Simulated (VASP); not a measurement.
Input of a VASP 6.6.1 run:

The input INCAR:

```
ALGO     = Normal         # electronic algorithm
EDIFF    = 1E-7           # SCF threshold, eV
ENCUT    = 520            # plane-wave cutoff, eV
GGA      = PE             # functional
ISIF     = 2              # what is computed and relaxed
ISMEAR   = 0              # smearing method
LASPH    = T              # aspherical terms in the spheres
LCHARG   = T              # write CHGCAR
LELF     = T              # ELF
LREAL    = F              # projectors in reciprocal space
LVHAR    = T            
LWAVE    = F              # write WAVECAR
NBANDS   = 26             # bands
NELM     = 80             # most SCF steps
PREC     = Accurate       # precision mode
SIGMA    = 0.1            # smearing width, eV
```

Contents of KPOINTS:

```
k-points
0
Gamma
  6 6 6
```

POSCAR

```
C
1.0
   -2.8004508500      2.8004508500      1.6521493900
    2.8004508500     -2.8004508500      1.6521493900
    2.8004508500      2.8004508500     -1.6521493900
C
8
Direct
    0.7841337900      0.7841337900      0.0000000000
    0.5341337900      0.0341337900      0.5000000000
    0.6415729900      0.6415729900      0.2831459900
    0.3584270100      0.3584270100      0.7168540100
    0.3915729900      0.6084270100      0.5000000000
    0.1084270100      0.8915729900      0.5000000000
    0.2158662100      0.2158662100      0.0000000000
    0.9658662100      0.4658662100      0.5000000000
```

Potentials or basis: VASP PAW PBE potentials, release 64 (C).

Command:

```sh
$ cat potpaw_PBE.64/C/POTCAR > POTCAR
$ mpirun -np 1 vasp_std > vasp.out
```

Problem. What does it give for the pressure?

Solution. 54.6 GPa.

Problem. Predict the largest force.

Solution. 5.199 eV/Å.

Problem. Predict the band gap on the k mesh.

Solution. Zero (bands 16 and 17 overlap by 1.50 eV).

Forces in eV/Å, atoms in the order of the input:
```
C    0.000  0.000  4.222
C    0.000  0.000  4.222
C   -3.676 -3.676  0.000
C    3.676  3.676  0.000
C    3.676 -3.676  0.000
C   -3.676  3.676  0.000
C    0.000  0.000 -4.222
C    0.000  0.000 -4.222
```

Caveat: the k points lie up to 0.37 Å⁻¹ apart, too coarse for converged energies and pressures of a metal; forces of over 1 eV/Å act on the atoms, so gaps and moduli don't describe the material at rest.
